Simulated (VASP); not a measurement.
# Pt (P6_3/mmc) in VASP: further runs

The runs below take Pt through single point, relaxation of cell and atoms, with PBEsol.

Everything below comes from runs of VASP 6.6.1. Logs are shortened: lines on timing, memory, paths and dates and some standing lists are left out, and cuts for length are marked.

**1. The cell of the first run**

It takes space group P6_3/mmc (No. 194, hexagonal). The conventional cell has a = 2.732 Å, b = 2.732 Å, c = 4.685 Å, α = 90.00°, β = 90.00°, γ = 120.00°. Pt (site symmetry -6m2) has 12 Pt at 2.73 to 2.82 Å within 3.6 Å.

This isn't the form of Pt at room conditions, which is fcc.

**2. Single point, PBEsol**

INCAR reads:

```
  PREC = Accurate
  ENCUT = 520
  EDIFF = 1E-6
  ISMEAR = -1
  SIGMA = 0.05
  LREAL = F
  LASPH = T
  NELM = 60
  ALGO = Normal
  ISIF = 2
  LWAVE = F
  LCHARG = T
  GGA = PS
  LELF = T
  LVHAR = T
  NBANDS = 17
```

KPOINTS reads:

```
Automatic mesh
0
Gamma
  11 11 6
```

POSCAR reads:

```
Pt
1.0
    2.7316442108      0.0000000000      0.0000000000
   -1.3658221054      2.3656732807      0.0000000000
    0.0000000000      0.0000000000      4.6852098186
Pt
2
Direct
    0.3333333333      0.6666666667      0.2500000000
    0.6666666667      0.3333333333      0.7500000000
```

Potentials or basis: VASP PAW PBE potentials, release 64 (Pt).

Started as:

```bash
> cat potpaw_PBE.64/Pt/POTCAR > POTCAR
> mpirun -np 1 vasp_std > vasp.out
```

OUTCAR:

```text
PREC = Accurate
   ENCUT = 520
   EDIFF = 1E-6
   ISMEAR = -1
   LREAL = F
   LASPH = T
   NELM = 60
   ISIF = 2
   GGA = PS

 ion  position               nearest neighbor table
   1  0.333  0.667  0.250-   2 2.82   2 2.82   2 2.82   2 2.82   2 2.82   2 2.82
   2  0.667  0.333  0.750-   1 2.82   1 2.82   1 2.82   1 2.82   1 2.82   1 2.82

  LATTYP: Found a hexagonal cell.
 ALAT       =     2.7316442108
 C/A-ratio  =     1.7151610741

  Lattice vectors:

 A1 = (   2.7316442108,   0.0000000000,   0.0000000000)
 A2 = (  -1.3658221054,   2.3656732807,   0.0000000000)
 A3 = (   0.0000000000,   0.0000000000,   4.6852098186)

Analysis of symmetry for initial positions (statically):
=====================================================================
 Subroutine PRICEL returns:
 Original cell was already a primitive cell.

 Routine SETGRP: Setting up the symmetry group for a
 hexagonal supercell.

 Subroutine GETGRP returns: Found 24 space group operations
 (whereof 12 operations were pure point group operations)
 out of a pool of 24 trial point group operations.

The static configuration has the point symmetry D_3d.
 The point group associated with its full space group is D_6h.

Analysis of symmetry for dynamics (positions and initial velocities):
=====================================================================
 Subroutine PRICEL returns:
 Original cell was already a primitive cell.

 Routine SETGRP: Setting up the symmetry group for a
 hexagonal supercell.

 Subroutine GETGRP returns: Found 24 space group operations
 (whereof 12 operations were pure point group operations)
 out of a pool of 24 trial point group operations.

The dynamic configuration has the point symmetry D_3d.
 The point group associated with its full space group is D_6h.

 Subroutine INISYM returns: Found 24 space group operations
 (whereof 12 operations are pure point group operations),
 and found     1 'primitive' translations

----------------------------------------------------------------------------------------

                                     Primitive cell

  volume of cell :      30.2767

  direct lattice vectors                    reciprocal lattice vectors
     2.731644211  0.000000000  0.000000000     0.366079886  0.211356320  0.000000000
    -1.365822105  2.365673281  0.000000000     0.000000000  0.422712641  0.000000000
     0.000000000  0.000000000  4.685209819     0.000000000  0.000000000  0.213437613

  length of vectors
     2.731644211  2.731644211  4.685209819     0.422712641  0.422712641  0.213437613

  position of ions in fractional coordinates (direct lattice)
     0.333333333  0.666666667  0.250000000
     0.666666667  0.333333333  0.750000000

  ion indices of the primitive-cell ions
   primitive index   ion index
                 1           1
                 2           2

----------------------------------------------------------------------------------------

 KPOINTS: Automatic mesh

Automatic generation of k-mesh.
 Grid dimensions read from file:
 generate k-points for:   11   11    6

 Generating k-lattice:

  Cartesian coordinates                     Fractional coordinates (reciprocal lattice)
     0.033279990  0.019214211  0.000000000     0.090909091  0.000000000  0.000000000
     0.000000000  0.038428422  0.000000000     0.000000000  0.090909091  0.000000000
     0.000000000  0.000000000  0.035572935     0.000000000  0.000000000  0.166666667

  Length of vectors
     0.038428422  0.038428422  0.035572935

  Shift w.r.t. Gamma in fractional coordinates (k-lattice)
     0.000000000  0.000000000  0.000000000

 Subroutine IBZKPT returns following result:
 ===========================================

 Found     64 irreducible k-points:

 Following reciprocal coordinates:
            Coordinates               Weight
  0.000000  0.000000  0.000000      1.000000
  0.090909  0.000000  0.000000      6.000000
  0.181818  0.000000  0.000000      6.000000
  0.272727  0.000000  0.000000      6.000000
  0.363636 -0.000000  0.000000      6.000000
  0.454545 -0.000000  0.000000      6.000000
[... 16 lines left out ...]
  0.090909  0.090909  0.166667     12.000000
  0.181818  0.090909  0.166667     24.000000
 [... further k-points ...]
   k-points           NKPTS =     64   k-points in BZ     NKDIM =     64   number of bands    NBANDS=     17
   number of dos      NEDOS =    301   number of ions     NIONS =      2
   total plane-waves  NPLWV =  14400
   dimension x,y,z NGX =    20 NGY =   20 NGZ =   36
   dimension x,y,z NGXF=    40 NGYF=   40 NGZF=   72
   ions per type =               2
   NGX,Y,Z   is equivalent  to a cutoff of  12.17, 12.17, 12.77 a.u.
   NGXF,Y,Z  is equivalent  to a cutoff of  24.34, 24.34, 25.55 a.u.
 SYSTEM =  unknown system
   PREC   = accura    normal or accurate (medium, high low for compatibility)
   ISTART =      0    job   : 0-new  1-cont  2-samecut
   ICHARG =      2    charge: 1-file 2-atom 10-const
   ISPIN  =      1    spin polarized calculation?
   LNONCOLLINEAR =      F non collinear calculations
   LSORBIT =      F    spin-orbit coupling
   LASPH  =      T    aspherical Exc in radial PAW
   ENCUT  =  520.0 eV  38.22 Ry    6.18 a.u.   5.08  5.08  8.71*2*pi/ulx,y,z
   NELM   =     60;   NELMIN=  2; NELMDL= -5     # of ELM steps
   EDIFF  = 0.1E-05   stopping-criterion for ELM
   LREAL  =      F    real-space projection
   EDIFFG = 0.1E-04   stopping-criterion for IOM
   NSW    =      0    number of steps for IOM
   IBRION =     -1    ionic relax: 0-MD 1-quasi-New 2-CG
   NFREE  =      0    steps in history (QN), initial steepest desc. (CG)
   ISIF   =      2    stress and relaxation
   ISYM   =      2    0-nonsym 1-usesym 2-fastsym
   POTIM  = 0.5000    time-step for ionic-motion
   TEBEG  =    0.0;   TEEND  =   0.0 temperature during run
   PSTRESS=    0.0 pullay stress
   NELECT =      20.0000    total number of electrons
   NUPDOWN=      -1.0000    fix difference up-down
   EMIN   =  10.00;   EMAX   =-10.00  energy-range for DOS
   EFERMI =   0.00;   METHOD = LEGACY
   ISMEAR =    -1;   SIGMA  =   0.05  broadening in eV -4-tet -1-fermi 0-gaus
   EFERMI_NEDOS =   21; number of points for ismear=-14 and -15
   IALGO  =     38    algorithm
   IMIX   =      4    mixing-type and parameters
     AMIX     =   0.40;   BMIX     =  1.00
     AMIX_MAG =   1.60;   BMIX_MAG =  1.00
  volume/ion in A,a.u.               =      15.14       102.16
  Fermi-wavevector in a.u.,A,eV,Ry     =   1.425768  2.694311 27.658117  2.032814
  Thomas-Fermi vector in A             =   2.546117
   LORBIT       =      0    0 simple, 1 ext, 2 COOP (PROOUT), +10 PAW based schemes
   GGA     = PS    functional components
   LHFCALC =     F    Hartree Fock is set to
   AEXX    =    0.0000 exact exchange contribution
   IVDW    =     0    specifies the selected vdW correction
   LEPSILON=     F    determine dielectric tensor
   LRPA    =     F    only Hartree local field effects (RPA)
 non-spin polarized calculation
  energy-cutoff  :      520.00
  volume of cell :       30.28
 maximum number of plane-waves:       833
   NGX = 11   NGY = 11   NGZ = 17

 number of electron      19.9999999 magnetization

 Free energy of the ion-electron system (eV)
  ---------------------------------------------------
  ext. energy  EPLUGINS =         0.00000000
  ---------------------------------------------------
  free energy    TOTEN  =       -13.80500222 eV

  energy without entropy =      -13.76929624  energy(sigma->0) =      -13.78714923

 E-fermi :  10.9990     XC(G=0): -13.6021

 val. band max:       10.9863428926   @ k =   0.3636  -0.0000   0.1667
 cond. band min:      11.0021051952   @ k =   0.2727   0.0909   0.1667
 fundamental gap:      0.0157623026
 Fermi energy:        10.9989996815

 k-point     1 :       0.0000    0.0000    0.0000
  band No.  band energies     occupation
      1       0.7676      2.00000
      2       3.5232      2.00000
      3       6.8540      2.00000
      4       7.3399      2.00000
      5       7.3399      2.00000
      6       7.7549      2.00000
[... 9 lines left out ...]
     16      28.3026      0.00000
     17      32.2979      0.00000

 k-point     2 :       0.0909    0.0000    0.0000
  band No.  band energies     occupation
      1       1.0743      2.00000
      2       3.8019      2.00000
      3       6.7717      2.00000
      4       7.3726      2.00000
      5       7.5798      2.00000
      6       7.6156      2.00000
[... 9 lines left out ...]
     16      28.6733      0.00000
     17      30.7763      0.00000

 k-point     3 :       0.1818    0.0000    0.0000
  band No.  band energies     occupation
      1       1.9272      2.00000
      2       4.4659      2.00000
      3       6.4979      2.00000
      4       7.1591      2.00000
      5       7.1970      2.00000
      6       7.9069      2.00000
[... 9 lines left out ...]
     16      28.7338      0.00000
     17      28.8492      0.00000

 k-point     4 :       0.2727    0.0000    0.0000
  band No.  band energies     occupation
      1       3.0655      2.00000
      2       4.7680      2.00000
      3       6.1007      2.00000
      4       6.6706      2.00000
      5       6.9863      2.00000
      6       8.0763      2.00000
[... 9 lines left out ...]
     16      26.7352      0.00000
     17      29.4688      0.00000
[... 343 lines left out ...]
      1       3.9887      2.00000
      2       4.2669      2.00000
      3       5.3296      2.00000
      4       6.3845      2.00000
      5       7.7648      2.00000
      6       7.9703      2.00000
[... 9 lines left out ...]
     16      23.7021      0.00000
     17      24.8974      0.00000

 k-point    23 :       0.0909    0.0909    0.1667
  band No.  band energies     occupation
      1       1.8936      2.00000
      2       4.3005      2.00000
      3       6.5716      2.00000
      4       6.9347      2.00000
      5       7.2148      2.00000
      6       7.7302      2.00000
[... 9 lines left out ...]
     16      28.1930      0.00000
     17      28.5995      0.00000

 k-point    24 :       0.1818    0.0909    0.1667
  band No.  band energies     occupation
      1       2.8870      2.00000
      2       5.0013      2.00000
      3       6.1743      2.00000
      4       6.3379      2.00000
      5       6.9918      2.00000
      6       7.5828      2.00000
[... 9 lines left out ...]
     16      27.5861      0.00000
     17      28.5845      0.00000

 [... further k-points ...]

------------------------ aborting loop because EDIFF is reached ----------------------------------------

  FORCE on cell =-STRESS in cart. coord.  units (eV):
  Direction    XX          YY          ZZ          XY          YZ          ZX
  --------------------------------------------------------------------------------------
  -------------------------------------------------------------------------------------
  Total       -0.0561860     -0.0561860     -0.0967090      0.0000000     -0.0000000      0.0000000
  in kB       -2.9732434     -2.9732434     -5.1176381      0.0000000     -0.0000000      0.0000000
  external PRESSURE =      -3.6880417 kB  Pullay stress =       0.0000000 kB

 VOLUME and BASIS-vectors are now :
 -----------------------------------------------------------------------------
  energy-cutoff  :      520.00
  volume of cell :       30.28
      direct lattice vectors                 reciprocal lattice vectors
     2.731644211  0.000000000  0.000000000     0.366079886  0.211356320  0.000000000
    -1.365822105  2.365673281  0.000000000     0.000000000  0.422712641  0.000000000
     0.000000000  0.000000000  4.685209819     0.000000000  0.000000000  0.213437613

 POSITION                                       TOTAL-FORCE (eV/Angst)
 -----------------------------------------------------------------------------------
     -0.00000      1.57712      1.17130         0.000000      0.000000      0.000000
      1.36582      0.78856      3.51391        -0.000000     -0.000000      0.000000
 -----------------------------------------------------------------------------------
    total drift:                                0.000000     -0.000000      0.000000

  FREE ENERGIE OF THE ION-ELECTRON SYSTEM (eV)
  ---------------------------------------------------
  free  energy   TOTEN  =       -13.8050022223 eV

  energy  without entropy=      -13.7692962384  energy(sigma->0) =      -13.78714923
```

It took 29 s on 1 thread of Intel Xeon 8259CL, shared host; peak memory 0.15 GiB.

What came out:

| Quantity | Value |
| --- | --- |
| Free energy | -13.8050 eV |
| Pressure | -0.4 GPa |
| Band gap on the k mesh | zero (bands 10 and 11 overlap by 1.26 eV) |

Stress tensor (GPa, compression positive):
```
-0.30  0.00  0.00
 0.00 -0.30  0.00
 0.00  0.00 -0.51
```

Caveat: the PAW data sets were made with another functional, which shifts forces and pressure a little; spin-orbit coupling is left out, which moves the levels of the heavy elements.

**3. Relaxation of cell and atoms, PBEsol**

This run uses another cell than the first one, of 15.81 Å³/atom.

INCAR reads:

```
PREC = Accurate
ENCUT = 600
EDIFF = 1E-7
ISMEAR = -1
SIGMA = 0.05
LREAL = False
LASPH = True
NELM = 100
ALGO = Normal
ISIF = 3
LWAVE = False
LCHARG = False
GGA = PS
IBRION = 2
NSW = 80
EDIFFG = -0.005
```

KPOINTS reads:

```
regular mesh
0
Gamma
  11 11 6
```

POSCAR reads:

```
Pt
1.0
    2.7606656158      0.0000000000      0.0000000000
   -1.3803328079      2.3908065546      0.0000000000
    0.0000000000      0.0000000000      4.7921340000
Pt
2
Direct
    0.3333333333      0.6666666667      0.2500000000
    0.6666666667      0.3333333333      0.7500000000
```

Potentials or basis: VASP PAW PBE potentials, release 64 (Pt).

Started as:

```bash
> cat potpaw_PBE.64/Pt/POTCAR > POTCAR
> mpirun -np 1 vasp_std > vasp.out
```

It took 2.7 min on 1 thread of Intel Xeon 8259CL, shared host; peak memory 0.18 GiB.

The run converged. Its results:

- Free energy: -13.8053 eV
- Relaxed volume: 15.12 Å³/atom
- Relaxed cell: a = 2.732 Å, b = 2.732 Å, c = 4.680 Å, α = 90.00°, β = 90.00°, γ = 120.00°
- Space group after relaxing (to 0.1 Å): P6_3/mmc (No. 194)
- Energy gained by relaxing: 25.4 meV/atom
- Ionic steps: 9
- Pressure after relaxing: 0.0 GPa
- Band gap on the k mesh: zero (bands 10 and 11 overlap by 1.26 eV)

The path:
```csv
step,energy change (eV),largest force (eV/Å),pressure (GPa),volume (Å³)
1,0.0000,0.0000,-10.93,31.63
2,0.3633,0.0000,45.08,26.94
3,-0.0486,0.0000,-0.47,30.33
4,-0.0487,0.0000,-0.03,30.28
5,-0.0487,0.0000,0.22,30.26
6,-0.0507,0.0000,0.23,30.22
7,-0.0507,0.0000,0.23,30.22
8,-0.0506,0.0000,-0.53,30.30
9,-0.0507,0.0000,0.01,30.25
```

Final structure:
```cif
data_structure
_symmetry_space_group_name_H-M 'P 1'
_symmetry_Int_Tables_number 1
_cell_length_a 2.7317
_cell_length_b 2.7317
_cell_length_c 4.6804
_cell_angle_alpha 90.000
_cell_angle_beta 90.000
_cell_angle_gamma 120.000
_cell_volume 30.25
loop_
_atom_site_label
_atom_site_type_symbol
_atom_site_fract_x
_atom_site_fract_y
_atom_site_fract_z
_atom_site_occupancy
Pt1 Pt 0.33333 0.66667 0.25000 1
Pt2 Pt 0.66667 0.33333 0.75000 1
```

Levels at points of the mesh, in eV from the Fermi level:
```csv
k point,band 8,band 9,band 10,band 11,band 12,band 13
"(0.00, 0.00, 0.00)",-2.02,-2.02,-0.90,-0.24,-0.24,5.09
"(0.00, 0.00, 0.50)",-3.67,-0.86,-0.86,-0.86,-0.86,12.44
```

Caveat: the PAW data sets were made with another functional, which shifts forces and pressure a little; spin-orbit coupling is left out, which moves the levels of the heavy elements.

**4. Relaxation of cell and atoms, PBEsol, target pressure 5 GPa, at which the enthalpy is minimised**

This run uses another cell than the first one, of 15.81 Å³/atom.

INCAR reads:

```
SYSTEM = Pt
PREC = Accurate ; ENCUT = 600
EDIFF = 1E-6 ; ISMEAR = -1
SIGMA = 0.05 ; LREAL = .False.
LASPH = .True. ; NELM = 60
ALGO = Normal ; ISIF = 3
LWAVE = .False. ; LCHARG = .False.
GGA = PS ; IBRION = 2
NSW = 80 ; EDIFFG = -0.005
PSTRESS = 50.0
```

KPOINTS reads:

```
regular mesh
0
Gamma
  11 11 6
  0 0 0
```

POSCAR is that of step 3.

Started as:

```bash
> cat potpaw_PBE.64/Pt/POTCAR > POTCAR
> mpirun -np 1 vasp_std > vasp.out
```

Run time: 2.7 min. Hardware: 1 thread of Intel Xeon 8259CL, shared host; peak memory 0.18 GiB.

The run converged. Its results:

```
Free energy                                                : -13.7974 eV
Relaxed volume                                             : 14.87 Å³/atom
Relaxed cell                                               : a = 2.718 Å, b = 2.718 Å, c = 4.647 Å, α = 90.00°, β = 90.00°, γ = 120.00°
Space group after relaxing (to 0.1 Å)                      : P6_3/mmc (No. 194)
Energy change on relaxing (the run minimises the enthalpy) : -21.4 meV/atom
Ionic steps                                                : 9
Pressure after relaxing                                    : 5.0 GPa
Band gap on the k mesh                                     : zero (bands 10 and 11 overlap by 1.30 eV)
```

The path:
```
step  energy change (eV)  largest force (eV/Å)  pressure (GPa)  volume (Å³)
   1              0.0000                0.0000          -10.93        31.63
   2              1.1856                0.0000           91.32        24.96
   3             -0.0441                0.0000            3.79        29.89
   4             -0.0417                0.0000            4.74        29.80
   5             -0.0407                0.0000            5.11        29.76
   6             -0.0424                0.0000            5.17        29.72
   7             -0.0425                0.0000            5.16        29.72
   8             -0.0441                0.0000            4.64        29.78
   9             -0.0429                0.0000            5.02        29.73
```

Final structure:
```xyz
2
Lattice="2.7182 0.0000 0.0000 -1.3591 2.3540 0.0000 0.0000 0.0000 4.6470" Properties=species:S:1:pos:R:3 pbc="T T T"
Pt    0.0000    1.5694    1.1617
Pt    1.3591    0.7847    3.4852
```

Levels at points of the mesh, in eV from the Fermi level:
```csv
k point,band 7,band 8,band 9,band 10,band 11,band 12,band 13,band 14
"(0.00, 0.00, 0.00)",-3.33,-2.10,-2.10,-0.96,-0.25,-0.25,5.24,14.91
"(0.00, 0.00, 0.50)",-3.78,-3.78,-0.89,-0.89,-0.89,-0.89,12.60,12.60
```

Caveat: the cell is relaxed towards a set pressure, so the run minimises the enthalpy, not the energy; the PAW data sets were made with another functional, which shifts forces and pressure a little; spin-orbit coupling is left out, which moves the levels of the heavy elements.

**5. Summary**

| task | cell | cutoff (eV) | gap on the mesh (eV) | pressure (GPa) |
| --- | --- | --- | --- | --- |
| single point | a = 2.732, b = 2.732, c = 4.685 Å, angles 90.0, 90.0, 120.0°, 2 atoms | 520 | none | -0.4 |
| relaxation of cell and atoms | relaxed from a = 2.761, b = 2.761, c = 4.792 Å, angles 90.0, 90.0, 120.0°, 2 atoms | 600 | none | 0.0 |
| relaxation of cell and atoms | relaxed to 5 GPa from a = 2.761, b = 2.761, c = 4.792 Å, angles 90.0, 90.0, 120.0°, 2 atoms | 600 | none | 5.0 |

Alike in all rows: level PBEsol; potentials or basis VASP PAW PBE potentials, release 64 (Pt); no spin polarisation; k mesh 11 × 11 × 6; smearing fermi-dirac 0.05 eV.

Caveats: the PAW data sets were made with another functional, which shifts forces and pressure a little; spin-orbit coupling is left out, which moves the levels of the heavy elements; the cell is relaxed towards a set pressure, so the run minimises the enthalpy, not the energy (at least some runs).

Absolute energies hang on the potentials; compare differences alone.
